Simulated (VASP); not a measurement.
# Al48HO72 (a cell with a defect) in VASP: single point with PBEsol

Aim: the single point of Al48HO72 (a cell with a defect) with PBEsol.

All numbers are computed with VASP 6.6.1; they aren't measurements. Logs are shortened: lines on timing, memory, paths and dates and some standing lists are left out, and cuts for length are marked.

## 1. The cell of the first run

The cell holds a defect, 121 atoms: a = 9.548 Å, b = 9.548 Å, c = 13.014 Å, α = 90.00°, β = 90.00°, γ = 120.00°.

## 2. Single point, PBEsol, collinear spin

INCAR

```
ALGO     = Normal         # electronic algorithm
EDIFF    = 1E-6           # SCF threshold, eV
ENCUT    = 520            # plane-wave cutoff, eV
GGA      = PS             # functional
GGA_COMPAT= F            
ISIF     = 2              # what is computed and relaxed
ISMEAR   = -1             # smearing method
ISPIN    = 2              # spin polarisation
ISYM     = -1           
KPAR     = 1            
LASPH    = T              # aspherical terms in the spheres
LCHARG   = T              # write CHGCAR
LELF     = T              # ELF
LORBIT   = 11             # projections on sites
LREAL    = Auto         
LVHAR    = T            
LWAVE    = F              # write WAVECAR
MAGMOM   = 0 0 0 0 0 0 0 0 0 0 0 0 0 0 0 0 0 0 0 0.111 0 0 0 0 0 0 0 0.111 0 0 0 0 0 0 0 0 0 0 0 0 0 0 0 0 0 0 0 0 0 0 0 0 0 0 0 0 0 0 0 0 0 0 0 0 0 0 0 0 0 0 0 0.111 0 0 0 0.111 0 0 0.111 0 0 0 0 0 0 0 0 0 0 0 0 0 0 0.111 0 0 0.111 0 0 0 0.111 0 0 0 0 0 0 0 0 0 0 0 0 0 0 0 0 0 0 0 0.111 # initial moments
NBANDS   = 358            # bands
NELM     = 200            # most SCF steps
PREC     = Accurate       # precision mode
SIGMA    = 0.05           # smearing width, eV
```

KPOINTS

```
explicit points
1
Reciprocal
  0.25000000   0.25000000   0.25000000 1
```

POSCAR

```
Al48HO72
1.0
    9.5478620000      0.0000000000      0.0000000000
   -4.7739310000      8.2686910000      0.0000000000
    0.0000000000      0.0000000000     13.0135760000
Al O H
48 72 1
Direct
    0.3332730000      0.1662490000      0.1854070000
    0.3330780000      0.6660810000      0.1854060000
    0.8331510000      0.1662040000      0.1851200000
    0.8331070000      0.6662760000      0.1854030000
    0.1664690000      0.3328810000      0.0187250000
    0.1664720000      0.8328570000      0.0188060000
[... 113 lines left out ...]
    0.6665580000      0.9858200000      0.9167260000
    0.4997880000      0.4995330000      0.5000140000
```

Potentials or basis: VASP PAW PBE potentials, release 64 (Al, O, H).

The run is started by

```bash
$ cat potpaw_PBE.64/Al/POTCAR potpaw_PBE.64/O/POTCAR potpaw_PBE.64/H/POTCAR > POTCAR
$ mpirun -np 4 vasp_std > vasp.out
```

OUTCAR:

```text
EDIFF = 1E-6
   ENCUT = 520
   GGA = PS
   ISIF = 2
   ISMEAR = -1
   ISPIN = 2
   ISYM = -1
   LASPH = T
   LORBIT = 11
   LREAL = Auto
   NELM = 200
   PREC = Accurate

 ion  position               nearest neighbor table
   1  0.333  0.166  0.185-  49 1.86  59 1.86  61 1.86  89 1.97  53 1.97  65 1.97  41 2.66  24 2.80
                            23 2.80  21 2.80  11 3.22  10 3.23   9 3.23
   2  0.333  0.666  0.185-  62 1.86  50 1.86  60 1.86  54 1.97  66 1.97  90 1.97  42 2.66  24 2.80
                            22 2.80  23 2.80   9 3.22  10 3.23  12 3.23
   3  0.833  0.166  0.185-  57 1.86  63 1.86  51 1.86  55 1.97  91 1.97  67 1.97  43 2.65  21 2.80
                            22 2.80  23 2.80  12 3.22   9 3.22  11 3.22
   4  0.833  0.666  0.185-  58 1.86  64 1.86  52 1.86  68 1.97  56 1.97  92 1.97  44 2.66  24 2.80
                            21 2.80  22 2.80  12 3.22  10 3.23  11 3.23
   5  0.166  0.333  0.019-  91 1.86  65 1.86  54 1.86 117 1.97  81 1.97 105 1.97  45 2.66  41 2.80
                            43 2.80  42 2.80  21 3.23  22 3.23  24 3.23
   6  0.166  0.833  0.019-  66 1.86  92 1.86  53 1.86 106 1.97  82 1.97 118 1.97  46 2.65  42 2.80
                            44 2.80  41 2.80  22 3.23  23 3.23  21 3.23
   7  0.666  0.333  0.019-  67 1.86  89 1.86  56 1.86 107 1.97  83 1.97 119 1.97  47 2.66  43 2.80
                            41 2.80  44 2.80  22 3.23  23 3.23  24 3.23
   8  0.667  0.833  0.019-  55 1.86  90 1.86  68 1.86 108 1.97 120 1.97  84 1.97  48 2.66  44 2.80
                            42 2.80  43 2.80  21 3.23  23 3.23  24 3.23
   9  0.166  0.333  0.314-  57 1.86  50 1.86  61 1.86 101 1.95  77 1.98  73 1.98  13 2.66  18 2.80
[... 7 lines left out ...]
  13  0.165  0.332  0.518-  95 1.86  70 1.86  97 1.86  77 1.97  73 1.97 101 1.99   9 2.66  39 2.78
                            37 2.81  38 2.81  26 3.22  25 3.23  28 3.24
  14  0.166  0.833  0.519-  98 1.86  69 1.86  96 1.86  74 1.97  78 1.97 102 1.97  10 2.66  38 2.78
                            37 2.78  40 2.78  26 3.23  27 3.23  25 3.23
  15  0.667  0.332  0.518-  99 1.86  93 1.86  72 1.86  75 1.97 103 1.97  79 1.99  11 2.66  39 2.78
                            40 2.81  37 2.81  27 3.22  26 3.23  28 3.24
  16  0.668  0.835  0.518-  71 1.86 100 1.86  94 1.86 104 1.97  80 1.97  76 1.99  12 2.66  39 2.78
                            40 2.81  38 2.81  25 3.22  27 3.23  28 3.24
  17  0.000  1.000  0.352- 104 1.86  78 1.86  73 1.86  49 1.97  64 1.97  57 1.97  21 2.66  12 2.80
                             9 2.80  10 2.80  37 3.22  40 3.23  39 3.23
  18  1.000  0.499  0.352-  77 1.86  74 1.86 103 1.86  58 1.97  50 1.97  63 1.97  22 2.66   9 2.80
                            11 2.80  10 2.80  40 3.22  38 3.23  39 3.23
  19  0.500  0.999  0.352-  75 1.86 102 1.86  80 1.86  62 1.97  51 1.97  59 1.97  23 2.66  11 2.80
                            12 2.80  10 2.80  38 3.22  39 3.23  37 3.23
  20  0.500  0.500  0.352-  79 1.89 101 1.89  76 1.89 121 1.92  52 1.97  61 1.98  60 1.98  24 2.66
                            11 2.81   9 2.81  12 2.81  40 3.24  37 3.24  38 3.24
  21  1.000  1.000  0.148-  65 1.86  92 1.86  55 1.86  64 1.97  57 1.97  49 1.98  17 2.66   4 2.80
                             3 2.80   1 2.80   6 3.23   5 3.23   8 3.23
  22  1.000  0.500  0.148-  56 1.86  66 1.86  91 1.86  50 1.97  63 1.97  58 1.98  18 2.66   2 2.80
                             4 2.80   3 2.80   6 3.23   7 3.23   5 3.23
  23  0.500  0.999  0.148-  90 1.86  53 1.86  67 1.86  59 1.97  51 1.97  62 1.98  19 2.66   1 2.80
                             2 2.80   3 2.80   6 3.23   7 3.23   8 3.23
  24  0.500  0.500  0.148-  54 1.86  89 1.86  68 1.86  60 1.97  61 1.97  52 1.97  20 2.66   2 2.80
                             1 2.80   4 2.80   8 3.23   5 3.23   7 3.23
  25  1.000  0.999  0.648-  69 1.86  95 1.86 100 1.86 111 1.97 113 1.97  86 1.97  29 2.66  33 2.80
                            36 2.80  35 2.80  16 3.22  13 3.23  14 3.23
  26  0.000  0.500  0.648-  96 1.86  99 1.86  70 1.86  85 1.97 112 1.97 114 1.97  30 2.66  36 2.80
                            34 2.80  35 2.80  13 3.22  15 3.23  14 3.23
  27  0.500  1.000  0.648-  98 1.86  71 1.86  93 1.86 115 1.97 109 1.97  88 1.97  31 2.66  34 2.80
                            33 2.80  35 2.80  15 3.22  14 3.23  16 3.23
  28  0.500  0.500  0.648-  94 1.89  72 1.89  97 1.89 121 1.92 110 1.97 116 1.98  87 1.98  32 2.66
                            34 2.81  36 2.81  33 2.81  13 3.24  16 3.24  15 3.24
  29  1.000  1.000  0.852- 108 1.86  81 1.86 118 1.86 113 1.97  86 1.97 111 1.98  25 2.66  45 2.80
                            46 2.80  48 2.80  43 3.23  44 3.23  41 3.23
  30  1.000  0.499  0.852- 117 1.86 107 1.86  82 1.86 112 1.97 114 1.97  85 1.98  26 2.66  47 2.80
                            45 2.80  46 2.80  43 3.23  42 3.23  44 3.23
  31  0.500  1.000  0.852-  83 1.86 120 1.86 106 1.86  88 1.97 109 1.97 115 1.98  27 2.66  48 2.80
                            46 2.80  47 2.80  43 3.23  42 3.23  41 3.23
  32  0.500  0.500  0.852- 119 1.86  84 1.86 105 1.86  87 1.97 116 1.97 110 1.97  28 2.66  47 2.80
                            48 2.80  45 2.80  41 3.23  44 3.23  42 3.23
  33  0.332  0.165  0.686- 109 1.86 113 1.86  87 1.86  97 1.95  93 1.98  69 1.98  37 2.66  25 2.80
                            27 2.80  28 2.81  46 3.22  45 3.22  47 3.23
  34  0.333  0.667  0.686- 114 1.86  88 1.86 110 1.86  94 1.95  70 1.98  98 1.98  38 2.66  27 2.80
                            26 2.80  28 2.81  46 3.22  48 3.22  45 3.23
  35  0.833  0.166  0.685- 111 1.86 115 1.86  85 1.86  95 1.97  71 1.97  99 1.97  39 2.66  25 2.80
                            27 2.80  26 2.80  48 3.23  45 3.23  47 3.23
  36  0.834  0.666  0.686-  86 1.86 112 1.86 116 1.86  72 1.95  96 1.98 100 1.98  40 2.66  26 2.80
                            25 2.80  28 2.81  46 3.22  47 3.22  48 3.23
  37  0.332  0.164  0.482- 102 1.86  73 1.86  79 1.86  69 1.97  93 1.97  97 1.99  33 2.66  14 2.78
[... 93 lines left out ...]
 119  0.666  0.486  0.917-  32 1.86  44 1.86  47 1.97   7 1.97
 120  0.667  0.986  0.917-  43 1.86  31 1.86   8 1.97  48 1.97
[... 281 lines left out ...]
   EFERMI =   0.00;   METHOD = LEGACY
   ISMEAR =    -1;   SIGMA  =   0.05  broadening in eV -4-tet -1-fermi 0-gaus
   EFERMI_NEDOS =   21; number of points for ismear=-14 and -15
   IALGO  =     38    algorithm
   IMIX   =      4    mixing-type and parameters
     AMIX     =   0.40;   BMIX     =  1.00
     AMIX_MAG =   1.60;   BMIX_MAG =  1.00
  volume/ion in A,a.u.               =       8.49        57.30
  Fermi-wavevector in a.u.,A,eV,Ry     =   1.350683  2.552422 24.821732  1.824346
  Thomas-Fermi vector in A             =   2.478168
   LORBIT       =     11    0 simple, 1 ext, 2 COOP (PROOUT), +10 PAW based schemes
   GGA     = PS    functional components
   LHFCALC =     F    Hartree Fock is set to
   AEXX    =    0.0000 exact exchange contribution
   IVDW    =     0    specifies the selected vdW correction
   LEPSILON=     F    determine dielectric tensor
   LRPA    =     F    only Hartree local field effects (RPA)
 spin polarized calculation
  energy-cutoff  :      520.00
  volume of cell :     1027.40
 maximum number of plane-waves:     27659
 NGX is ok and might be reduce to    70
   NGX = 35   NGY = 35   NGZ = 49

 number of electron     576.9999865 magnetization       0.9999280

 Free energy of the ion-electron system (eV)
  ---------------------------------------------------
  ext. energy  EPLUGINS =         0.00000000
  ---------------------------------------------------
  free energy    TOTEN  =      -944.01618317 eV

  energy without entropy =     -944.01618316  energy(sigma->0) =     -944.01618316

 E-fermi :   9.6342     XC(G=0): -11.9222

 val. band max:        8.6586734971   @ k =   0.2500   0.2500   0.2500
 cond. band min:      10.6105643425   @ k =   0.2500   0.2500   0.2500
 fundamental gap:      1.9518908454
 Fermi energy:         9.6342295128

 spin component 1

 k-point     1 :       0.2500    0.2500    0.2500
  band No.  band energies     occupation
      1     -12.9518      1.00000
      2     -12.7219      1.00000
      3     -12.6789      1.00000
      4     -12.6744      1.00000
      5     -12.4685      1.00000
      6     -12.4589      1.00000
[... 292 lines left out ...]
    299      15.1612      0.00000
    300      15.1813      0.00000
 Fermi energy:         9.6342295128

 spin component 2

 k-point     1 :       0.2500    0.2500    0.2500
  band No.  band energies     occupation
      1     -12.9434      1.00000
      2     -12.7140      1.00000
      3     -12.6715      1.00000
      4     -12.6653      1.00000
      5     -12.4613      1.00000
      6     -12.4510      1.00000
[... 292 lines left out ...]
    299      15.1706      0.00000
    300      15.1862      0.00000
 [bands above 300 left out]

------------------------ aborting loop because EDIFF is reached ----------------------------------------

  FORCE on cell =-STRESS in cart. coord.  units (eV):
  Direction    XX          YY          ZZ          XY          YZ          ZX
  --------------------------------------------------------------------------------------
  -------------------------------------------------------------------------------------
  Total        5.6943243      5.3262790      3.1088464     -0.2585161     -0.0061140     -0.0127893
  in kB        8.8800054      8.3060577      4.8480858     -0.4031426     -0.0095344     -0.0199442
  external PRESSURE =       7.3447163 kB  Pullay stress =       0.0000000 kB

 VOLUME and BASIS-vectors are now :
 -----------------------------------------------------------------------------
  energy-cutoff  :      520.00
  volume of cell :     1027.40
      direct lattice vectors                 reciprocal lattice vectors
     9.547862000  0.000000000  0.000000000     0.104735489  0.060469063  0.000000000
    -4.773931000  8.268691000  0.000000000     0.000000000  0.120938127  0.000000000
     0.000000000  0.000000000 13.013576000     0.000000000  0.000000000  0.076842829

 POSITION                                       TOTAL-FORCE (eV/Angst)
 -----------------------------------------------------------------------------------
      2.38838      1.37466      2.41281         0.001479     -0.001267     -0.001614
      0.00036      5.50762      2.41280         0.000401     -0.000557     -0.002169
      7.16136      1.37429      2.40907         0.000024     -0.000085     -0.000697
      4.77364      5.50923      2.41276        -0.000814     -0.001089     -0.001699
      0.00027      2.75249      0.24368        -0.000167     -0.001302      0.000225
     -2.38655      6.88664      0.24473         0.000036     -0.001492     -0.000428
[... 113 lines left out ...]
      1.65797      8.15144     11.92988         0.002440     -0.002993     -0.000183
      2.38717      4.13048      6.50697         0.000233     -0.000282     -0.000214
 -----------------------------------------------------------------------------------
    total drift:                               -0.002070      0.039259      0.000587

  FREE ENERGIE OF THE ION-ELECTRON SYSTEM (eV)
  ---------------------------------------------------
  free  energy   TOTEN  =      -944.0161831665 eV

  energy  without entropy=     -944.0161831596  energy(sigma->0) =     -944.01618316

 total charge

# of ion       s       p       d       tot
------------------------------------------
    1        0.313   0.402   0.000   0.715
    2        0.313   0.402   0.000   0.715
    3        0.313   0.403   0.000   0.715
    4        0.313   0.402   0.000   0.715
    5        0.313   0.402   0.000   0.715
    6        0.313   0.403   0.000   0.716
[... 113 lines left out ...]
  120        1.543   3.622   0.000   5.164
  121        0.475   0.012   0.000   0.488
--------------------------------------------------
tot        126.565 280.014   0.000 406.579

 magnetization (x)

# of ion       s       p       d       tot
------------------------------------------
    1       -0.000  -0.000   0.000  -0.000
    2       -0.000  -0.000   0.000  -0.000
    3       -0.000  -0.000   0.000  -0.000
    4       -0.000  -0.000   0.000  -0.000
    5       -0.000  -0.000   0.000  -0.000
    6        0.000   0.000   0.000   0.000
[... 113 lines left out ...]
  120        0.000   0.000   0.000   0.000
  121        0.330   0.002   0.000   0.332
--------------------------------------------------
tot          0.356   0.292   0.000   0.649
```

Wall time 7.1 min (4 MPI ranks of Intel Xeon Platinum 8259CL at 2.50GHz (Skylake/Cascade Lake), shared host); peak memory 0.58 GiB.

Results:

- Free energy: -944.0162 eV
- Pressure: 0.7 GPa
- Largest force: 0.008 eV/Å
- Band gap on the k mesh: 1.95 eV
- Net moment: 1.00 μB per cell
- Site moments: Al -0.00, +0.00 (each value once); O +0.00, -0.00, +0.05 (each value once); H +0.33 μB
- Valence electrons inside the program's atomic spheres: Al 0.71, 0.72, 0.70 (each value once); O 5.16, 5.17 (each value once); H 0.49

Forces in eV/Å, atoms in the order of the input:
```
Al   0.001 -0.001 -0.002
Al   0.000 -0.001 -0.002
Al   0.000  0.000 -0.001
Al  -0.001 -0.001 -0.002
Al   0.000 -0.001  0.000
Al   0.000 -0.001  0.000
Al   0.001 -0.001  0.000
Al   0.000 -0.001  0.000
Al  -0.003 -0.001  0.001
Al   0.000 -0.001  0.006
Al   0.001 -0.003  0.002
Al   0.000  0.000  0.000
Al   0.000  0.000 -0.002
Al   0.000 -0.002 -0.003
Al  -0.001 -0.001 -0.002
Al   0.000  0.000 -0.002
Al  -0.002 -0.001 -0.002
Al   0.002  0.002 -0.003
Al  -0.001  0.003 -0.003
Al   0.001  0.001 -0.002
Al   0.001  0.001  0.004
Al   0.000  0.000  0.005
Al   0.001  0.001  0.005
Al   0.000  0.000  0.000
Al   0.001  0.002  0.002
Al  -0.003  0.001  0.002
Al   0.002 -0.001  0.001
Al  -0.001  0.001  0.002
Al  -0.001  0.000 -0.004
Al   0.001  0.001 -0.004
Al  -0.001  0.001 -0.004
Al   0.000  0.000 -0.001
Al  -0.001 -0.003 -0.002
Al   0.000  0.000  0.000
Al   0.000  0.000 -0.006
Al   0.002  0.000 -0.001
Al   0.000  0.000  0.002
Al   0.001  0.000  0.001
Al   0.000 -0.001  0.003
Al   0.001 -0.002  0.002
Al   0.000 -0.002  0.000
Al  -0.001 -0.002  0.000
Al   0.000 -0.002  0.001
Al   0.001 -0.002  0.000
Al   0.001 -0.001  0.002
Al   0.000  0.000  0.001
Al   0.000 -0.001  0.002
Al  -0.001 -0.001  0.002
O   -0.007  0.001  0.000
O   -0.005  0.000 -0.005
O   -0.007  0.003 -0.001
O   -0.005  0.000  0.001
O   -0.003  0.005  0.000
O   -0.003  0.005  0.000
O   -0.002  0.004  0.000
O   -0.003  0.005  0.000
O    0.003 -0.004 -0.001
O    0.004 -0.004 -0.001
O    0.002 -0.005 -0.004
O    0.002 -0.002  0.002
O    0.003  0.006  0.001
O    0.003  0.002 -0.001
O    0.002  0.004 -0.002
O    0.003  0.004 -0.004
O    0.006  0.001  0.001
O    0.005  0.001  0.001
O    0.004  0.000  0.000
O    0.006  0.001  0.001
O    0.002  0.006  0.002
O    0.002  0.004  0.001
O    0.003  0.004  0.003
O   -0.005  0.002  0.001
O   -0.002  0.006 -0.001
O   -0.002  0.004 -0.003
O   -0.005  0.005 -0.001
O   -0.005 -0.003 -0.001
O    0.006  0.003 -0.002
O    0.003  0.000 -0.003
O    0.001  0.003  0.001
O    0.004  0.000  0.000
O    0.003  0.004 -0.001
O    0.003  0.004 -0.001
O    0.003  0.005 -0.001
O    0.003  0.005 -0.001
O   -0.003  0.005  0.001
O   -0.002  0.004  0.002
O   -0.003  0.004 -0.001
O   -0.004  0.004  0.005
O   -0.003 -0.004  0.001
O   -0.003 -0.004  0.001
O   -0.003 -0.003  0.001
O   -0.003 -0.003  0.001
O   -0.004  0.001  0.001
O    0.000 -0.006  0.002
O   -0.004  0.000  0.002
O   -0.006 -0.002  0.001
O    0.002  0.000  0.000
O    0.006 -0.004  0.003
O    0.002 -0.004  0.003
O    0.002 -0.004  0.001
O    0.005 -0.002 -0.001
O   -0.002 -0.004 -0.002
O   -0.003 -0.003  0.000
O   -0.002 -0.007 -0.002
O   -0.006  0.001 -0.002
O   -0.005  0.001 -0.001
O   -0.005  0.000 -0.001
O   -0.005  0.000 -0.001
O    0.007  0.002  0.001
O    0.006  0.002 -0.001
O    0.005 -0.001  0.001
O    0.006 -0.001  0.006
O   -0.003 -0.005  0.004
O   -0.004 -0.004  0.002
O   -0.003 -0.005  0.001
O   -0.003 -0.003 -0.001
O    0.003 -0.003 -0.001
O    0.002 -0.003  0.000
O    0.003 -0.003 -0.002
O    0.002 -0.003  0.000
H    0.000  0.000  0.000
```

Stress tensor (GPa, compression positive):
```
 0.89 -0.04  0.00
-0.04  0.83  0.00
 0.00  0.00  0.48
```

Caveat: the PAW data sets were made with another functional, which shifts forces and pressure a little.
